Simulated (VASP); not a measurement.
## Ca: single point with PBEsol

The system is Ca, a wire with vacuum.

```
Ca
1.0
    15.10000    0.00000    0.00000
     0.00000   13.60000    0.00000
     0.00000    0.00000    3.97963
Ca
9
Direct
  0.50000 0.50000 0.00000
  0.29597 0.50000 0.50000
  0.70403 0.50000 0.50000
  0.28817 0.73267 0.00000
  0.28817 0.26733 0.00000
  0.71183 0.73267 0.00000
  0.71183 0.26733 0.00000
  0.50000 0.72197 0.50000
  0.50000 0.27803 0.50000
```

```yaml
Program: VASP 6.6.1
Task: single point
Functional: PBEsol
Potentials_or_basis: VASP PAW PBE potentials, release 64 (Ca_sv)
Cutoff: 520 eV
k_mesh: 1 × 1 × 6
Occupations: gaussian, width 0.05 eV
Spin: no spin polarisation
```

| Property | Result |
| --- | --- |
| Largest force | 0.007 eV/Å |
| Band gap on the k mesh | zero (bands 45 and 46 overlap by 0.21 eV) |

Forces on the atoms (eV/Å):
```
Ca   0.000  0.000  0.000
Ca  -0.005  0.000  0.000
Ca   0.005  0.000  0.000
Ca  -0.006  0.004  0.000
Ca  -0.006 -0.004  0.000
Ca   0.006  0.004  0.000
Ca   0.006 -0.004  0.000
Ca   0.000  0.004  0.000
Ca   0.000 -0.004  0.000
```

Levels at points of the mesh, in eV from the Fermi level:
```csv
k point,band 41,band 42,band 43,band 44,band 45,band 46,band 47,band 48
"(0.00, 0.00, 0.00)",-1.78,-1.68,-1.05,-0.99,-0.20,-0.13,-0.05,0.07
"(0.00, 0.00, 0.50)",-0.71,-0.68,-0.57,0.06,0.07,0.16,0.28,0.31
```

Wall time 29 min on 1 thread of Oxide Virtual Turin-like Processor, on a shared host, peak memory 0.75 GiB.

Caveat: the PAW data sets were made with another functional, which shifts forces and pressure a little.
